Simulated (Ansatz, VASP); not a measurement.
## V: VASP beside Ansatz

```
V
1.0
     0.00000    1.90038    1.90038
     1.90038    0.00000    1.90038
     1.90038    1.90038    0.00000
V
1
Cartesian
  0.0000 0.0000 0.0000
```

Alike in both runs: functional r2SCAN; k mesh 18 × 18 × 18; occupations gaussian, width 0.1 eV; collinear spin.

Ansatz relaxed the structure, and its values are those at the end. VASP's run is a single point on that final structure, the one shown.

```csv
,VASP,Ansatz
version,VASP 6.6.1,Ansatz 0.2.0
potentials or method,"VASP PAW PBE potentials, release 64 (V_sv), cutoff 520 eV","scalar-relativistic, plane waves, PAW"
valence electrons in the cell,13,13
```

|  | VASP | Ansatz | Ansatz less VASP |
| --- | --- | --- | --- |
| gap on the k mesh at the Fermi level (eV) | none | none | - |
| pressure (GPa) | 0.6 | 0.0 | -0.57 |
| net moment per atom (μB) | 0.00 | 0.00 | 0.000 |

VASP's potentials were made for PBE, not for r2SCAN. A gap of «none» marks a metal or a gap that the smearing closes. With one functional, cell and mesh, what is left measures potentials, basis and numerics. Ansatz's warnings: seeded moment not kept.
